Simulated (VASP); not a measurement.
Input of a VASP 6.6.1 run:

Contents of INCAR:

```
SYSTEM = MoSe
PREC     = Accurate       ! precision mode
ENCUT    = 500            ! plane-wave cutoff, eV
EDIFF    = 1E-6           ! SCF threshold, eV
ISMEAR   = 0              ! smearing method
SIGMA    = 0.1            ! smearing width, eV
LREAL    = .False.        ! projectors in reciprocal space
LASPH    = .True.         ! aspherical terms in the spheres
NELM     = 120            ! most SCF steps
ALGO     = Normal         ! electronic algorithm
ISIF     = 2              ! what is computed and relaxed
LWAVE    = .False.        ! write WAVECAR
LCHARG   = .False.        ! write CHGCAR
GGA      = PE             ! functional
NBANDS   = 17             ! bands
GGA_COMPAT= .False.
```

KPOINTS

```
regular mesh
0
Gamma
  14 14 14
  0 0 0
```

The input POSCAR:

```
MoSe
1.0
    0.0000000000      2.4230604347      2.4230604347
    2.4230604347      0.0000000000      2.4230604347
    2.4230604347      2.4230604347      0.0000000000
Mo Se
1 1
Direct
    0.0000000000      0.0000000000      0.0000000000
    0.5000000000      0.5000000000      0.5000000000
```

Potentials or basis: VASP PAW PBE potentials, release 64 (Mo_sv, Se).

Run with:

```sh
$ cat potpaw_PBE.64/Mo_sv/POTCAR potpaw_PBE.64/Se/POTCAR > POTCAR
$ mpirun -np 1 vasp_std > vasp.out
```

Problem. Estimate the band gap on the k mesh.

Solution. Zero (band 10 reaches 13.31 eV, above the bottom of band 11 at 10.60 eV).

Problem. Predict the pressure.

Solution. 53.3 GPa.
